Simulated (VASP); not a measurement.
SrCl2:

```
CELL_PARAMETERS angstrom
0.00000 3.49772 3.49772
3.49772 0.00000 3.49772
3.49772 3.49772 0.00000
ATOMIC_POSITIONS crystal
Sr 0.00000 0.00000 0.00000
Cl 0.25000 0.25000 0.25000
Cl 0.75000 0.75000 0.75000
```

Base run:

* Program: VASP 6.6.1
* Functional: r2SCAN
* Potentials or basis: VASP PAW PBE potentials, release 64 (Sr_sv, Cl)
* Cutoff: 520 eV
* k mesh: 4 × 4 × 4
* Occupations: gaussian, width 0.01 eV
* Spin: no spin polarisation

Its results: band gap on the k mesh 5.94 eV (least direct gap 5.99 eV); pressure 0.0 GPa.

After a change of settings the same cell gave: band gap on the k mesh 5.79 eV (least direct gap 5.89 eV); pressure -0.6 GPa. Which change was it?
A. functional from r2SCAN to PBE-based screened hybrid with 50 % exact exchange; further incar settings from ALGO = Normal; EDIFF = 1e-06; NBANDS = 19 to ALGO = Normal; EDIFF = 1e-07; NBANDS = 19
B. functional from r2SCAN to HSE06; further incar settings from ALGO = Normal; EDIFF = 1e-06; NBANDS = 19 to ALGO = Normal; EDIFF = 1e-07; NBANDS = 19
C. functional from r2SCAN to PBE-based screened hybrid with 5 % exact exchange
D. dispersion from none to rVV10

D.

Dispersion adds attraction, which lowers the pressure at fixed volume.

Caveats: the PAW data sets were made with another functional, which shifts forces and pressure a little.
